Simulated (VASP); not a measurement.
Write the native input for VASP 6.6.1 that does the following.

- Task: single point
- Functional: r2SCAN
- Potentials or basis: VASP PAW PBE potentials, release 64 (Al, Ga_d, N)
- Cutoff: 520 eV
- k mesh: 8 × 8 × 6
- Occupations: gaussian, width 0.05 eV
- Spin: no spin polarisation
- Dipole correction: no
- Further INCAR settings: ALGO = Normal; EDIFF = 1e-06; NBANDS = 21

Crystal: AlGaN2.

```
CELL_PARAMETERS angstrom
2.87786 0.00000 0.00000
0.00000 2.87786 0.00000
0.00000 0.00000 5.26940
ATOMIC_POSITIONS crystal
Al 0.50000 0.50000 0.50000
Ga 0.00000 0.00000 0.00000
N 0.50000 0.00000 0.73826
N 0.00000 0.50000 0.26174
```

This cell differs from its parent crystal: ratio of the length along z to the lengths across it x 1.3, volume and fractional coordinates fixed.

One way to write it, as run:

POSCAR

```
AlGaN2
1.0
    2.8778610319      0.0000000000      0.0000000000
    0.0000000000      2.8778610319      0.0000000000
    0.0000000000      0.0000000000      5.2694033572
Al Ga N
1 1 2
Direct
    0.5000000000      0.5000000000      0.5000000000
    0.0000000000      0.0000000000      0.0000000000
    0.5000000000      0.0000000000      0.7382648100
    0.0000000000      0.5000000000      0.2617351900
```

INCAR.step1

```
  PREC = Accurate
  ENCUT = 520
  ISMEAR = 0
  SIGMA = 0.05
  LREAL = False
  LASPH = True
  NELM = 80
  NBANDS = 21
  GGA = PE
  ALGO = Normal
  EDIFF = 1E-4
  LWAVE = True
  LCHARG = False
```

INCAR.step2

```
  PREC = Accurate
  ENCUT = 520
  EDIFF = 1E-6
  ISMEAR = 0
  SIGMA = 0.05
  LREAL = False
  LASPH = True
  NELM = 80
  ALGO = Normal
  ISIF = 2
  LWAVE = False
  LCHARG = True
  METAGGA = R2SCAN
  LMIXTAU = True
  LELF = True
  LVHAR = True
  NBANDS = 21
  ISTART = 1
```

KPOINTS

```
Automatic mesh
0
Gamma
  8 8 6
```

Potentials or basis: VASP PAW PBE potentials, release 64 (Al, Ga_d, N).

Run with:

```sh
$ cat potpaw_PBE.64/Al/POTCAR potpaw_PBE.64/Ga_d/POTCAR potpaw_PBE.64/N/POTCAR > POTCAR
$ cp INCAR.step1 INCAR
$ mpirun -np 1 vasp_std > vasp.out
$ cp INCAR.step2 INCAR
$ mpirun -np 1 vasp_std > vasp.out
```

Results of the run:

```
Pressure               : -3.3 GPa
Largest force          : 0.263 eV/Å
Band gap on the k mesh : 1.95 eV, indirect (least direct gap 2.07 eV)
```

Caveat: the PAW data sets were made with another functional, which shifts forces and pressure a little.

Run time: 3.6 min on 1 thread of AMD EPYC 7R43 64-Core Processor (Zen 3), on a shared host, peak memory 0.16 GiB.
